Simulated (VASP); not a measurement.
# MgO (zincblende type): electric field gradients with PBE

The system is MgO (zincblende type).

```
Mg O
1.0
     0.00000    2.30589    2.30589
     2.30589    0.00000    2.30589
     2.30589    2.30589    0.00000
Mg O
1 1
Direct
  0.00000 0.00000 0.00000
  0.25000 0.25000 0.25000
```

```yaml
Program: VASP 6.6.1
Task: electric field gradients
Functional: PBE
Potentials_or_basis: VASP PAW PBE potentials, release 64 (Mg, O)
Cutoff: 520 eV
k_mesh: 13 × 13 × 13
Occupations: fermi-dirac, width 0.08 eV
Spin: no spin polarisation
Dipole_correction: no
Further_INCAR_settings: ALGO = Normal; EDIFF = 1e-08; NBANDS = 11
```

```yaml
Pressure: -0.3 GPa
Band_gap_on_the_k_mesh: 3.47 eV, direct
```

Levels at points of the mesh, in eV from the valence-band top:
```
           k point  band 1  band 2  band 3  band 4  band 5  band 6  band 7  band 8  band 9
(0.00, 0.00, 0.00)  -15.81    0.00    0.00    0.00    3.47   16.47   16.47   16.47   20.03
```

Wall time 6.8 s on 1 thread of Intel(R) Xeon(R) 6975P-C (Granite Rapids) (shared host), peak memory 0.15 GiB.

Caveat: without QUAD_EFG the Cq values of the log hold for a quadrupole moment of 1 mb, not for the nuclei. A k mesh can miss the band edges.
